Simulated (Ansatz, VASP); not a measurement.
Ag: VASP beside Ansatz

Contents of INCAR:

```
  ALGO = Fast
  EDIFF = 1E-6
  ENCUT = 520
  GGA = PS
  ISIF = 2
  ISMEAR = 0
  LASPH = T
  LCHARG = F
  LREAL = F
  LWAVE = F
  NBANDS = 12
  NELM = 60
  PREC = Accurate
  SIGMA = 0.15
```

File KPOINTS:

```
k-points
0
Gamma
  20 20 20
```

Contents of POSCAR:

```
Ag
1.0
    0.0000000000      2.0431000000      1.8387900000
    2.0431000000      0.0000000000      1.8387900000
    2.0431000000      2.0431000000      0.0000000000
Ag
1
Direct
    0.0000000000      0.0000000000      0.0000000000
```

Input for Ansatz:

```yaml
crystal:
  lattice:
    - [0.0, 2.0431, 1.83879]
    - [2.0431, 0.0, 1.83879]
    - [2.0431, 2.0431, 0.0]
  atoms:
    - { symbol: Ag, position: [0.0, 0.0, 0.0] }
basis:
  ecutwfc: 420
kpoints:
  mp_grid: { grid: [20, 20, 20] }
hamiltonian:
  xc: pbesol
scf:
  occupations: { method: gaussian, width: 0.15 }
output:
  forces: true
  stress: true
  eigenvalues: true
  write_density: true
  write_potential: true
  elf: true
  volumetric_format: npy
```

Change from the starting cell: strain -0.1000 x Voigt [0, 0, 1, 0, 0, 0], atoms carried along.

Alike in both runs: task single point; functional PBEsol; k mesh 20 × 20 × 20; occupations gaussian, width 0.15 eV; no spin polarisation.

```csv
,VASP,Ansatz
version,VASP 6.6.1,Ansatz 0.2.0
potentials or method,"VASP PAW PBE potentials, release 64 (Ag), cutoff 520 eV","scalar-relativistic, plane waves, PAW"
valence electrons in the cell,11,19
```

```csv
,VASP,Ansatz,Ansatz less VASP
gap on the k mesh at the Fermi level (eV),none,none,-
pressure (GPa),12.4,12.6,+0.17
"traceless stress, the component that is largest in VASP (GPa)",2.46,2.48,+0.025
```

VASP's potentials were made for PBE, not for PBEsol. A gap of «none» marks a metal or a gap that the smearing closes. VASP's potentials hold 11 valence electrons a cell and Ansatz's 19, so a difference there can come from the potentials and not from the codes.
